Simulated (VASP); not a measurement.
# TaRu2 (I4/mmm) in VASP: single point with PBE

Aim: the single point of TaRu2 with PBE.

Program: VASP 6.6.1. These are calculated values, not measurements. Logs are shortened: lines on timing, memory, paths and dates and some standing lists are left out, and cuts for length are marked.

## Step 1: The cell of the first run

It takes space group I4/mmm (No. 139, tetragonal). The conventional cell has a = 3.131 Å, b = 3.131 Å, c = 9.581 Å, α = 90.00°, β = 90.00°, γ = 90.00°. Ta (site symmetry 4/mmm) has 10 Ru at 2.66 to 3.31 Å and 4 Ta at 3.13 Å within 3.5 Å. Ru (site symmetry 4mm) has 5 Ta at 2.66 to 3.31 Å and 9 Ru at 2.88 to 3.13 Å within 3.5 Å.

## Step 2: Single point, PBE

Contents of INCAR:

```
SYSTEM = TaRu2
ALGO = Fast
EDIFF = 1E-6
ENCUT = 520
GGA = PE
ISIF = 2
ISMEAR = 0
LASPH = .True.
LCHARG = .True.
LELF = .True.
LREAL = .False.
LVHAR = .True.
LWAVE = .False.
NBANDS = 26
NELM = 100
PREC = Accurate
SIGMA = 0.1
```

Contents of KPOINTS:

```
k-points
0
Gamma
  20 20 20
  0 0 0
```

Contents of POSCAR:

```
TaRu2
1.0
   -1.5656858793      1.5656858793      4.7904701032
    1.5656858793     -1.5656858793      4.7904701032
    1.5656858793      1.5656858793     -4.7904701032
Ta Ru
1 2
Direct
    0.5000000000      0.5000000000      0.0000000000
    0.8459736886      0.8459736886      0.0000000000
    0.1540263114      0.1540263114      0.0000000000
```

Potentials or basis: VASP PAW PBE potentials, release 64 (Ta_pv, Ru_pv).

The run is started by

```bash
> cat potpaw_PBE.64/Ta_pv/POTCAR potpaw_PBE.64/Ru_pv/POTCAR > POTCAR
> mpirun -np 1 vasp_std > vasp.out
```

OUTCAR:

```text
SYSTEM = TaRu2
   EDIFF = 1E-6
   ENCUT = 520
   GGA = PE
   ISIF = 2
   ISMEAR = 0
   LASPH = .True.
   LREAL = .False.
   NELM = 100
   PREC = Accurate

 ion  position               nearest neighbor table
   1  0.500  0.500  0.000-   3 2.66   3 2.66   2 2.66   3 2.66   2 2.66   2 2.66   3 2.66   2 2.66
                             2 3.31   3 3.31
   2  0.846  0.846  0.000-   1 2.66   1 2.66   1 2.66   1 2.66   3 2.88   3 2.88   3 2.88   3 2.88
                             3 2.95   1 3.31
   3  0.154  0.154  0.000-   1 2.66   1 2.66   1 2.66   1 2.66   2 2.88   2 2.88   2 2.88   2 2.88
                             2 2.95   1 3.31

  LATTYP: Found a body centered tetragonal cell.
 ALAT       =     3.1313717586
 C/A-ratio  =     3.0596623285

  Lattice vectors:

 A1 = (  -1.5656858793,   1.5656858793,   4.7904701032)
 A2 = (   1.5656858793,  -1.5656858793,   4.7904701032)
 A3 = (   1.5656858793,   1.5656858793,  -4.7904701032)

Analysis of symmetry for initial positions (statically):
=====================================================================
 Subroutine PRICEL returns:
 Original cell was already a primitive cell.

 Routine SETGRP: Setting up the symmetry group for a
 body centered tetragonal supercell.

 Subroutine GETGRP returns: Found 16 space group operations
 (whereof 16 operations were pure point group operations)
 out of a pool of 16 trial point group operations.

The static configuration has the point symmetry D_4h.

Analysis of symmetry for dynamics (positions and initial velocities):
=====================================================================
 Subroutine PRICEL returns:
 Original cell was already a primitive cell.

 Routine SETGRP: Setting up the symmetry group for a
 body centered tetragonal supercell.

 Subroutine GETGRP returns: Found 16 space group operations
 (whereof 16 operations were pure point group operations)
 out of a pool of 16 trial point group operations.

The dynamic configuration has the point symmetry D_4h.

 Subroutine INISYM returns: Found 16 space group operations
 (whereof 16 operations are pure point group operations),
 and found     1 'primitive' translations

----------------------------------------------------------------------------------------

                                     Primitive cell

  volume of cell :      46.9729

  direct lattice vectors                    reciprocal lattice vectors
    -1.565685879  1.565685879  4.790470103     0.000000000  0.319348860  0.104373890
     1.565685879 -1.565685879  4.790470103     0.319348860  0.000000000  0.104373890
     1.565685879  1.565685879 -4.790470103     0.319348860  0.319348860  0.000000000

  length of vectors
     5.277437669  5.277437669  5.277437669     0.335972622  0.335972622  0.451627488

  position of ions in fractional coordinates (direct lattice)
     0.500000000  0.500000000  0.000000000
     0.845973689  0.845973689  0.000000000
     0.154026311  0.154026311  0.000000000

  ion indices of the primitive-cell ions
   primitive index   ion index
                 1           1
                 2           2
                 3           3

----------------------------------------------------------------------------------------

 KPOINTS: k-points

Automatic generation of k-mesh.
 Grid dimensions read from file:
 generate k-points for:   20   20   20

 Generating k-lattice:

  Cartesian coordinates                     Fractional coordinates (reciprocal lattice)
     0.000000000  0.015967443  0.005218695     0.050000000  0.000000000 -0.000000000
     0.015967443  0.000000000  0.005218695     0.000000000  0.050000000 -0.000000000
     0.015967443  0.015967443  0.000000000     0.000000000  0.000000000  0.050000000

  Length of vectors
     0.016798631  0.016798631  0.022581374

  Shift w.r.t. Gamma in fractional coordinates (k-lattice)
     0.000000000  0.000000000  0.000000000

 Subroutine IBZKPT returns following result:
 ===========================================

 Found    641 irreducible k-points:

 Following reciprocal coordinates:
            Coordinates               Weight
  0.000000  0.000000  0.000000      1.000000
  0.050000 -0.000000  0.000000      8.000000
  0.100000  0.000000 -0.000000      8.000000
  0.150000 -0.000000  0.000000      8.000000
  0.200000  0.000000 -0.000000      8.000000
  0.250000  0.000000  0.000000      8.000000
[... 16 lines left out ...]
 -0.400000  0.050000  0.000000     16.000000
 -0.350000  0.050000 -0.000000     16.000000
 [... further k-points ...]
   k-points           NKPTS =    641   k-points in BZ     NKDIM =    641   number of bands    NBANDS=     26
   number of dos      NEDOS =    301   number of ions     NIONS =      3
   total plane-waves  NPLWV =  64000
   dimension x,y,z NGX =    40 NGY =   40 NGZ =   40
   dimension x,y,z NGXF=    80 NGYF=   80 NGZF=   80
   ions per type =               1   2
   NGX,Y,Z   is equivalent  to a cutoff of  12.60, 12.60, 12.60 a.u.
   NGXF,Y,Z  is equivalent  to a cutoff of  25.20, 25.20, 25.20 a.u.
 SYSTEM =  TaRu2
   PREC   = accura    normal or accurate (medium, high low for compatibility)
   ISTART =      0    job   : 0-new  1-cont  2-samecut
   ICHARG =      2    charge: 1-file 2-atom 10-const
   ISPIN  =      1    spin polarized calculation?
   LNONCOLLINEAR =      F non collinear calculations
   LSORBIT =      F    spin-orbit coupling
   LASPH  =      T    aspherical Exc in radial PAW
   ENCUT  =  520.0 eV  38.22 Ry    6.18 a.u.   9.81  9.81  9.81*2*pi/ulx,y,z
   NELM   =    100;   NELMIN=  2; NELMDL= -5     # of ELM steps
   EDIFF  = 0.1E-05   stopping-criterion for ELM
   LREAL  =      F    real-space projection
   EDIFFG = 0.1E-04   stopping-criterion for IOM
   NSW    =      0    number of steps for IOM
   IBRION =     -1    ionic relax: 0-MD 1-quasi-New 2-CG
   NFREE  =      0    steps in history (QN), initial steepest desc. (CG)
   ISIF   =      2    stress and relaxation
   ISYM   =      2    0-nonsym 1-usesym 2-fastsym
   POTIM  = 0.5000    time-step for ionic-motion
   TEBEG  =    0.0;   TEEND  =   0.0 temperature during run
   PSTRESS=    0.0 pullay stress
   NELECT =      39.0000    total number of electrons
   NUPDOWN=      -1.0000    fix difference up-down
   EMIN   =  10.00;   EMAX   =-10.00  energy-range for DOS
   EFERMI =   0.00;   METHOD = LEGACY
   ISMEAR =     0;   SIGMA  =   0.10  broadening in eV -4-tet -1-fermi 0-gaus
   EFERMI_NEDOS =   21; number of points for ismear=-14 and -15
   IALGO  =     68    algorithm
   IMIX   =      4    mixing-type and parameters
     AMIX     =   0.40;   BMIX     =  1.00
     AMIX_MAG =   1.60;   BMIX_MAG =  1.00
  volume/ion in A,a.u.               =      15.66       105.66
  Fermi-wavevector in a.u.,A,eV,Ry     =   1.538676  2.907676 32.212126  2.367524
  Thomas-Fermi vector in A             =   2.645011
   LORBIT       =      0    0 simple, 1 ext, 2 COOP (PROOUT), +10 PAW based schemes
   GGA     = PE    functional components
   LHFCALC =     F    Hartree Fock is set to
   AEXX    =    0.0000 exact exchange contribution
   IVDW    =     0    specifies the selected vdW correction
   LEPSILON=     F    determine dielectric tensor
   LRPA    =     F    only Hartree local field effects (RPA)
 non-spin polarized calculation
 RMM-DIIS sequential band-by-band and
 Gauss-broadening in eV      SIGMA  =   0.10
  energy-cutoff  :      520.00
  volume of cell :       46.97
 maximum number of plane-waves:      1296
   NGX = 19   NGY = 19   NGZ = 19

 number of electron      38.9999999 magnetization

 Free energy of the ion-electron system (eV)
  ---------------------------------------------------
  ext. energy  EPLUGINS =         0.00000000
  ---------------------------------------------------
  free energy    TOTEN  =       -30.43810831 eV

  energy without entropy =      -30.42060726  energy(sigma->0) =      -30.42935779

 E-fermi :   9.6322     XC(G=0): -13.2577

 val. band max:        9.6318387325   @ k =   0.3000   0.1500   0.0500
 cond. band min:       9.6333706146   @ k =  -0.3000   0.4500   0.1000
 fundamental gap:      0.0015318822
 Fermi energy:         9.6321991393

 k-point     1 :       0.0000    0.0000    0.0000
  band No.  band energies     occupation
      1     -33.2392      2.00000
      2     -32.9980      2.00000
      3     -32.9980      2.00000
      4     -32.9452      2.00000
      5     -32.8967      2.00000
      6     -32.8967      2.00000
[... 18 lines left out ...]
     25      13.6672      0.00000
     26      13.9321      0.00000

 k-point     2 :       0.0500   -0.0000    0.0000
  band No.  band energies     occupation
      1     -33.2388      2.00000
      2     -33.0064      2.00000
      3     -32.9971      2.00000
      4     -32.9407      2.00000
      5     -32.8990      2.00000
      6     -32.8968      2.00000
[... 18 lines left out ...]
     25      13.7054      0.00000
     26      14.0140      0.00000

 k-point     3 :       0.1000    0.0000   -0.0000
  band No.  band energies     occupation
      1     -33.2376      2.00000
      2     -33.0258      2.00000
      3     -32.9945      2.00000
      4     -32.9324      2.00000
      5     -32.9057      2.00000
      6     -32.8972      2.00000
[... 18 lines left out ...]
     25      13.8008      0.00000
     26      14.1059      0.00000

 k-point     4 :       0.1500   -0.0000    0.0000
  band No.  band energies     occupation
      1     -33.2355      2.00000
      2     -33.0496      2.00000
      3     -32.9902      2.00000
      4     -32.9260      2.00000
      5     -32.9163      2.00000
      6     -32.8980      2.00000
[... 18 lines left out ...]
     25      13.9108      0.00000
     26      14.0954      0.00000
[... 496 lines left out ...]
      1     -33.2246      2.00000
      2     -33.1482      2.00000
      3     -33.0015      2.00000
      4     -32.9481      2.00000
      5     -32.9337      2.00000
      6     -32.9213      2.00000
[... 18 lines left out ...]
     25      13.3435      0.00000
     26      14.7271      0.00000

 k-point    23 :      -0.4000    0.0500    0.0000
  band No.  band energies     occupation
      1     -33.2252      2.00000
      2     -33.1436      2.00000
      3     -32.9924      2.00000
      4     -32.9561      2.00000
      5     -32.9283      2.00000
      6     -32.9173      2.00000
[... 18 lines left out ...]
     25      13.4487      0.00000
     26      14.5203      0.00000

 k-point    24 :      -0.3500    0.0500   -0.0000
  band No.  band energies     occupation
      1     -33.2266      2.00000
      2     -33.1334      2.00000
      3     -32.9800      2.00000
      4     -32.9644      2.00000
      5     -32.9233      2.00000
      6     -32.9127      2.00000
[... 18 lines left out ...]
     25      13.5933      0.00000
     26      14.4194      0.00000

 [... further k-points ...]

------------------------ aborting loop because EDIFF is reached ----------------------------------------

  FORCE on cell =-STRESS in cart. coord.  units (eV):
  Direction    XX          YY          ZZ          XY          YZ          ZX
  --------------------------------------------------------------------------------------
  -------------------------------------------------------------------------------------
  Total        0.0518529      0.0518529      0.0131186      0.0000000     -0.0000000      0.0000000
  in kB        1.7686257      1.7686257      0.4474547      0.0000000     -0.0000000      0.0000000
  external PRESSURE =       1.3282354 kB  Pullay stress =       0.0000000 kB

 VOLUME and BASIS-vectors are now :
 -----------------------------------------------------------------------------
  energy-cutoff  :      520.00
  volume of cell :       46.97
      direct lattice vectors                 reciprocal lattice vectors
    -1.565685879  1.565685879  4.790470103     0.000000000  0.319348860  0.104373890
     1.565685879 -1.565685879  4.790470103     0.319348860  0.000000000  0.104373890
     1.565685879  1.565685879 -4.790470103     0.319348860  0.319348860  0.000000000

 POSITION                                       TOTAL-FORCE (eV/Angst)
 -----------------------------------------------------------------------------------
      0.00000      0.00000      4.79047         0.000000      0.000000     -0.000000
      0.00000      0.00000      8.10522        -0.000000     -0.000000     -0.026212
      0.00000      0.00000      1.47572        -0.000000     -0.000000      0.026212
 -----------------------------------------------------------------------------------
    total drift:                                0.000000     -0.000000      0.000000

  FREE ENERGIE OF THE ION-ELECTRON SYSTEM (eV)
  ---------------------------------------------------
  free  energy   TOTEN  =       -30.4381083124 eV

  energy  without entropy=      -30.4206072617  energy(sigma->0) =      -30.42935779
```

It took 26 min on 1 thread of Intel Xeon Platinum 8488C (Sapphire Rapids), shared host; peak memory 0.82 GiB.

What came out:

* Free energy: -30.4381 eV
* Pressure: 0.1 GPa
* Largest force: 0.026 eV/Å
* Band gap on the k mesh: zero (an odd number of electrons rules out a gap without spin polarisation)

Forces in eV/Å, atoms in the order of the input:
```
Ta   0.000  0.000  0.000
Ru   0.000  0.000 -0.026
Ru   0.000  0.000  0.026
```

Stress tensor (GPa, compression positive):
```
0.18 0.00 0.00
0.00 0.18 0.00
0.00 0.00 0.04
```

Levels at points of the mesh, in eV from the Fermi level:
| k point | band 16 | band 17 | band 18 | band 19 | band 20 | band 21 | band 22 | band 23 | band 24 | band 25 |
| --- | --- | --- | --- | --- | --- | --- | --- | --- | --- | --- |
| (0.00, 0.00, 0.00) | -2.00 | -1.90 | -0.88 | -0.88 | -0.06 | 0.10 | 1.26 | 1.75 | 1.75 | 4.04 |
| (0.50, 0.00, 0.00) | -2.43 | -2.21 | -1.33 | 0.00 | 0.62 | 0.87 | 1.21 | 1.52 | 1.82 | 3.50 |
| (0.50, 0.50, 0.00) | -2.22 | -1.36 | 0.36 | 0.38 | 0.42 | 0.45 | 1.29 | 3.29 | 3.32 | 4.85 |
| (0.50, 0.50, 0.50) | -2.28 | -1.21 | -1.21 | -1.14 | -1.12 | 0.15 | 0.19 | 3.17 | 3.52 | 3.52 |

Caveat: spin-orbit coupling is left out, which moves the levels of the heavy elements.
